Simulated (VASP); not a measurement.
Set up this calculation in VASP 6.6.1, as the native input.

* Task: single point
* Functional: PBE
* Potentials or basis: VASP PAW PBE potentials, release 64 (Mg, O)
* Cutoff: 520 eV
* k mesh: 11 × 11 × 11
* Occupations: fermi-dirac, width 0.0612256 eV
* Spin: no spin polarisation
* Dipole correction: no
* Further INCAR settings: ALGO = Normal; EDIFF = 1e-06; NBANDS = 47

The structure of Mg2O5 (cubic X2O5 type) lies in POSCAR:

```
Mg2O5
1.0
    5.2803801830      0.0000000000      0.0000000000
    0.0000000000      5.2803801830      0.0000000000
    0.0000000000      0.0000000000      5.2803801830
Mg O
4 10
Direct
    0.0000000000      0.0000000000      0.0000000000
    0.5000000000      0.5000000000      0.0000000000
    0.5000000000      0.0000000000      0.5000000000
    0.0000000000      0.5000000000      0.5000000000
    0.5000000000      0.0000000000      0.0000000000
    0.0000000000      0.5000000000      0.0000000000
    0.0000000000      0.0000000000      0.5000000000
    0.5000000000      0.5000000000      0.5000000000
    0.7500000000      0.7500000000      0.2500000000
    0.7500000000      0.2500000000      0.7500000000
    0.2500000000      0.7500000000      0.7500000000
    0.7500000000      0.2500000000      0.2500000000
    0.2500000000      0.7500000000      0.2500000000
    0.2500000000      0.2500000000      0.7500000000
```

One way to write it, as run:

INCAR

```
  PREC = Accurate
  ENCUT = 520
  EDIFF = 1E-6
  ISMEAR = -1
  SIGMA = 0.06122561905347299
  LREAL = False
  LASPH = True
  NELM = 80
  ALGO = Normal
  ISIF = 2
  LWAVE = False
  LCHARG = False
  GGA = PE
  NBANDS = 47
```

KPOINTS

```
Automatic mesh
0
Gamma
  11 11 11
```

Potentials or basis: VASP PAW PBE potentials, release 64 (Mg, O).

Command:

```console
$ cat potpaw_PBE.64/Mg/POTCAR potpaw_PBE.64/O/POTCAR > POTCAR
$ mpirun -np 1 vasp_std > vasp.out
```

Results of the run:

The pressure is -6.7 GPa and the band gap on the k mesh is zero (bands 34 and 35 overlap by 0.24 eV).

Caveat: the cell stands under tension; semilocal functionals underestimate gaps, and a narrow one can read as zero.

Run time: 10 min on 1 thread of Oxide Virtual Turin-like Processor, on a shared host, peak memory 0.38 GiB.
